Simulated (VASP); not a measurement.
Input of a VASP 6.6.1 run:

Contents of INCAR:

```
SYSTEM = Te
ALGO = Normal
EDIFF = 1E-6
ENCUT = 520
GGA = PS
ISIF = 2
ISMEAR = -1
LASPH = .TRUE.
LCHARG = .FALSE.
LREAL = .FALSE.
LWAVE = .FALSE.
NBANDS = 13
NELM = 100
PREC = Accurate
SIGMA = 0.1
```

The input KPOINTS:

```
k-points
0
G
  11 11 8
  0 0 0
```

Contents of POSCAR:

```
Te
1.0
    3.7524351646      0.0000000000      0.0000000000
   -1.8762175823      3.2497041786      0.0000000000
    0.0000000000      0.0000000000      4.2387806107
Te
2
Direct
    0.3333333333      0.6666666667      0.2500000000
    0.6666666667      0.3333333333      0.7500000000
```

Potentials or basis: VASP PAW PBE potentials, release 64 (Te).

Command:

```sh
$ cat potpaw_PBE.64/Te/POTCAR > POTCAR
$ mpirun -np 1 vasp_std > vasp.out
```

**Question.** Estimate the pressure.

**Answer.** 10.1 GPa.

**Question.** What does it give for the band gap on the k mesh?

**Answer.** Zero (band 6 reaches 10.61 eV, above the bottom of band 7 at 8.00 eV).

Stress tensor (GPa, compression positive):
```
 8.34  0.00  0.00
 0.00  8.34  0.00
 0.00  0.00 13.76
```

Caveat: the PAW data sets were made with another functional, which shifts forces and pressure a little; spin-orbit coupling is left out, which moves the levels of the heavy elements.
